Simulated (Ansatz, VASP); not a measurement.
## Two plane-wave programs on InP3

```
In P
1.0
     4.14822    0.00000    0.00000
     0.00000    4.14822    0.00000
     0.00000    0.00000    4.14822
In P
1 3
Direct
  0.00000 0.00000 0.00000
  0.00000 0.50000 0.50000
  0.50000 0.00000 0.50000
  0.50000 0.50000 0.00000
```

Alike in both runs: functional r2SCAN; k mesh 12 × 12 × 12; occupations gaussian, width 0.1 eV; no spin polarisation.

Ansatz relaxed the structure, and its values are those at the end. VASP's run is a single point on that final structure, the one shown.

|  | VASP | Ansatz |
| --- | --- | --- |
| version | VASP 6.6.1 | Ansatz 0.2.0 |
| potentials or method | VASP PAW PBE potentials, release 64 (In_d, P), cutoff 520 eV | scalar-relativistic, plane waves, PAW |
| valence electrons in the cell | 28 | 28 |

```csv
,VASP,Ansatz,Ansatz less VASP
gap on the k mesh at the Fermi level (eV),none,none,-
pressure (GPa),0.0,0.0,-0.07
```

VASP's potentials were made for PBE, not for r2SCAN. A gap of «none» marks a metal or a gap that the smearing closes.
